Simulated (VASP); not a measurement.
Here is a VASP 6.6.1 calculation.

The input INCAR:

```
SYSTEM = HfB
  PREC = Accurate
  ENCUT = 450
  EDIFF = 1E-7
  ISMEAR = 0
  SIGMA = 0.1
  LREAL = .False.
  LASPH = .True.
  NELM = 120
  ALGO = Normal
  ISIF = 2
  LWAVE = .False.
  LCHARG = .False.
  GGA = PE
  IBRION = 2
  NSW = 50
  EDIFFG = -0.005
  GGA_COMPAT = .False.
  NELMIN = 4
```

File KPOINTS:

```
Automatic mesh
0
Gamma
  6 6 6
  0 0 0
```

POSCAR

```
HfB
1.0
    0.0000000000      2.3100000000      2.3100000000
    2.3100000000      0.0000000000      2.3100000000
    2.3100000000      2.3100000000      0.0000000000
Hf B
1 1
Direct
    1.3190000000      0.6200000000      1.3290000000
    0.8190000000      0.1200000000      0.8290000000
```

Potentials or basis: VASP PAW PBE potentials, release 64 (Hf_pv, B).

The run is started by

```bash
$ cat potpaw_PBE.64/Hf_pv/POTCAR potpaw_PBE.64/B/POTCAR > POTCAR
$ mpirun -np 1 vasp_std > vasp.out
```

Predict the band gap on the k mesh.

zero (an odd number of electrons rules out a gap without spin polarisation).

Final structure:
```
Hf B
1.0
     0.00000    2.31000    2.31000
     2.31000    0.00000    2.31000
     2.31000    2.31000    0.00000
Hf B
1 1
Cartesian
  2.1922 1.4969 2.1691
  2.1922 3.8069 2.1691
```

Caveat: the relaxation stopped at its first step, so nothing moved; spin-orbit coupling is left out, which moves the levels of the heavy elements.
